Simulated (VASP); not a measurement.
# AlN (F-43m) in VASP: a series of runs

AlN is run at these levels: PBEsol; tasks: single point.

Everything below comes from runs of VASP 6.6.1. Logs are shortened: lines on timing, memory, paths and dates and some standing lists are left out, and cuts for length are marked.

### Step 1. The cell of the first run

The structure is cubic, space group F-43m (No. 216). The conventional cell has a = 4.283 Å, b = 4.283 Å, c = 4.283 Å, α = 90.00°, β = 90.00°, γ = 90.00°. Within 2.5 Å of Al (site symmetry -43m) lie 4 N at 1.85 Å. Within 2.5 Å of N (site symmetry -43m) lie 4 Al at 1.85 Å.

### Step 2. Single point, PBEsol

INCAR reads:

```
SYSTEM = AlN
PREC = Accurate
ENCUT = 520
EDIFF = 1E-6
ISMEAR = 0
SIGMA = 0.01
LREAL = .False.
LASPH = .True.
NELM = 60
ALGO = Normal
ISIF = 2
LWAVE = .False.
LCHARG = .True.
GGA = PS
LELF = .True.
LVHAR = .True.
NBANDS = 11
```

KPOINTS reads:

```
Automatic mesh
0
Gamma
  10 10 10
  0 0 0
```

POSCAR reads:

```
AlN
1.0
    0.0000000000      2.1412842683      2.1412842683
    2.1412842683      0.0000000000      2.1412842683
    2.1412842683      2.1412842683      0.0000000000
Al N
1 1
Direct
    0.0000000000      0.0000000000      0.0000000000
    0.2500000000      0.2500000000      0.2500000000
```

Potentials or basis: VASP PAW PBE potentials, release 64 (Al, N).

Launch:

```console
$ cat potpaw_PBE.64/Al/POTCAR potpaw_PBE.64/N/POTCAR > POTCAR
$ mpirun -np 1 vasp_std > vasp.out
```

OUTCAR:

```text
SYSTEM = AlN
   PREC = Accurate
   ENCUT = 520
   EDIFF = 1E-6
   ISMEAR = 0
   LREAL = .False.
   LASPH = .True.
   NELM = 60
   ISIF = 2
   GGA = PS

 ion  position               nearest neighbor table
   1  0.000  0.000  0.000-   2 1.85   2 1.85   2 1.85   2 1.85
   2  0.250  0.250  0.250-   1 1.85   1 1.85   1 1.85   1 1.85

  LATTYP: Found a face centered cubic cell.
 ALAT       =     4.2825685366

  Lattice vectors:

 A1 = (   0.0000000000,   2.1412842683,   2.1412842683)
 A2 = (   2.1412842683,   0.0000000000,   2.1412842683)
 A3 = (   2.1412842683,   2.1412842683,   0.0000000000)

Analysis of symmetry for initial positions (statically):
=====================================================================
 Subroutine PRICEL returns:
 Original cell was already a primitive cell.

 Routine SETGRP: Setting up the symmetry group for a
 face centered cubic supercell.

 Subroutine GETGRP returns: Found 24 space group operations
 (whereof 24 operations were pure point group operations)
 out of a pool of 48 trial point group operations.

The static configuration has the point symmetry T_d .

Analysis of symmetry for dynamics (positions and initial velocities):
=====================================================================
 Subroutine PRICEL returns:
 Original cell was already a primitive cell.

 Routine SETGRP: Setting up the symmetry group for a
 face centered cubic supercell.

 Subroutine GETGRP returns: Found 24 space group operations
 (whereof 24 operations were pure point group operations)
 out of a pool of 48 trial point group operations.

The dynamic configuration has the point symmetry T_d .

 Subroutine INISYM returns: Found 24 space group operations
 (whereof 24 operations are pure point group operations),
 and found     1 'primitive' translations

----------------------------------------------------------------------------------------

                                     Primitive cell

  volume of cell :      19.6360

  direct lattice vectors                    reciprocal lattice vectors
     0.000000000  2.141284268  2.141284268    -0.233504728  0.233504728  0.233504728
     2.141284268  0.000000000  2.141284268     0.233504728 -0.233504728  0.233504728
     2.141284268  2.141284268  0.000000000     0.233504728  0.233504728 -0.233504728

  length of vectors
     3.028233253  3.028233253  3.028233253     0.404442052  0.404442052  0.404442052

  position of ions in fractional coordinates (direct lattice)
     0.000000000  0.000000000  0.000000000
     0.250000000  0.250000000  0.250000000

[... 85 lines left out ...]
   TEBEG  =    0.0;   TEEND  =   0.0 temperature during run
   PSTRESS=    0.0 pullay stress
   NELECT =       8.0000    total number of electrons
   NUPDOWN=      -1.0000    fix difference up-down
   EMIN   =  10.00;   EMAX   =-10.00  energy-range for DOS
   EFERMI =   0.00;   METHOD = LEGACY
   ISMEAR =     0;   SIGMA  =   0.01  broadening in eV -4-tet -1-fermi 0-gaus
   EFERMI_NEDOS =   21; number of points for ismear=-14 and -15
   IALGO  =     38    algorithm
   IMIX   =      4    mixing-type and parameters
     AMIX     =   0.40;   BMIX     =  1.00
     AMIX_MAG =   1.60;   BMIX_MAG =  1.00
  volume/ion in A,a.u.               =       9.82        66.26
  Fermi-wavevector in a.u.,A,eV,Ry     =   1.213632  2.293433 20.040071  1.472904
  Thomas-Fermi vector in A             =   2.349078
   LORBIT       =      0    0 simple, 1 ext, 2 COOP (PROOUT), +10 PAW based schemes
   GGA     = PS    functional components
   LHFCALC =     F    Hartree Fock is set to
   AEXX    =    0.0000 exact exchange contribution
   IVDW    =     0    specifies the selected vdW correction
   LEPSILON=     F    determine dielectric tensor
   LRPA    =     F    only Hartree local field effects (RPA)
 non-spin polarized calculation
 Gauss-broadening in eV      SIGMA  =   0.01
  energy-cutoff  :      520.00
  volume of cell :       19.64
 maximum number of plane-waves:       544
   NGX = 11   NGY = 11   NGZ = 11

 number of electron       7.9999998 magnetization

 Free energy of the ion-electron system (eV)
  ---------------------------------------------------
  ext. energy  EPLUGINS =         0.00000000
  ---------------------------------------------------
  free energy    TOTEN  =       -15.55093752 eV

  energy without entropy =      -15.55093752  energy(sigma->0) =      -15.55093752

 E-fermi :   6.5245     XC(G=0): -11.3911

 val. band max:        6.4512908768   @ k =   0.0000   0.0000   0.0000
 cond. band min:       9.6632790999   @ k =   0.5000   0.5000   0.0000
 fundamental gap:      3.2119882231
 Fermi energy:         6.5245356478

 k-point     1 :       0.0000    0.0000    0.0000
  band No.  band energies     occupation
      1      -8.8607      2.00000
      2       6.4513      2.00000
      3       6.4513      2.00000
      4       6.4513      2.00000
      5      11.1166      0.00000
      6      19.5123      0.00000
      7      19.5123      0.00000
      8      19.5123      0.00000
      9      24.5158      0.00000
     10      24.5158      0.00000
     11      25.9901      0.00000
[... 309 lines left out ...]
 k-point    24 :       0.4000    0.3000    0.0000
  band No.  band energies     occupation
      1      -6.6564      2.00000
      2       2.1464      2.00000
      3       4.6687      2.00000
      4       4.9872      2.00000
      5      11.3776      0.00000
      6      16.2417      0.00000
      7      19.3707      0.00000
      8      21.5947      0.00000
      9      22.1533      0.00000
     10      28.3374      0.00000
     11      30.9234      0.00000

 [... further k-points ...]

------------------------ aborting loop because EDIFF is reached ----------------------------------------

  FORCE on cell =-STRESS in cart. coord.  units (eV):
  Direction    XX          YY          ZZ          XY          YZ          ZX
  --------------------------------------------------------------------------------------
  -------------------------------------------------------------------------------------
  Total        1.8502845      1.8502845      1.8502845      0.0000000      0.0000000      0.0000000
  in kB      150.9718968    150.9718968    150.9718968      0.0000000      0.0000000      0.0000000
  external PRESSURE =     150.9718968 kB  Pullay stress =       0.0000000 kB

 VOLUME and BASIS-vectors are now :
 -----------------------------------------------------------------------------
  energy-cutoff  :      520.00
  volume of cell :       19.64
      direct lattice vectors                 reciprocal lattice vectors
     0.000000000  2.141284268  2.141284268    -0.233504728  0.233504728  0.233504728
     2.141284268  0.000000000  2.141284268     0.233504728 -0.233504728  0.233504728
     2.141284268  2.141284268  0.000000000     0.233504728  0.233504728 -0.233504728

 POSITION                                       TOTAL-FORCE (eV/Angst)
 -----------------------------------------------------------------------------------
      0.00000      0.00000      0.00000         0.000000     -0.000000     -0.000000
      1.07064      1.07064      1.07064        -0.000000      0.000000      0.000000
 -----------------------------------------------------------------------------------
    total drift:                                0.000000      0.000000      0.000000

  FREE ENERGIE OF THE ION-ELECTRON SYSTEM (eV)
  ---------------------------------------------------
  free  energy   TOTEN  =       -15.5509375178 eV

  energy  without entropy=      -15.5509375178  energy(sigma->0) =      -15.55093752
```

stdout:

```text
POSCAR found type information on POSCAR AlN
 POSCAR found :  2 types and       2 ions
 scaLAPACK will be used
 -----------------------------------------------------------------------------
|                                                                             |
|                                                                             |
|     You enforced a specific xc type in the INCAR file but a different       |
|     I HOPE YOU KNOW WHAT YOU ARE DOING!                                     |
|                                                                             |
 -----------------------------------------------------------------------------

 LDA part: xc-table for (Slater+PW92), standard interpolation
 POSCAR, INCAR and KPOINTS ok, starting setup
 FFT: planning ... GRIDC
 FFT: planning ... GRID_SOFT
 FFT: planning ... GRID
 WAVECAR not read
 entering main loop
```

It took 5.7 s on 1 thread of AMD EPYC 9R45 (Zen 5), shared host; peak memory 0.1 GiB.

What came out:

```yaml
Free_energy: -15.5509 eV
Pressure: 15.1 GPa
Band_gap_on_the_k_mesh: 3.21 eV, indirect (least direct gap 4.67 eV)
```

Caveat: the PAW data sets were made with another functional, which shifts forces and pressure a little. Expect the measured gap to be larger: semilocal functionals such as PBEsol lack the derivative discontinuity.

[end of part 1 of 2]
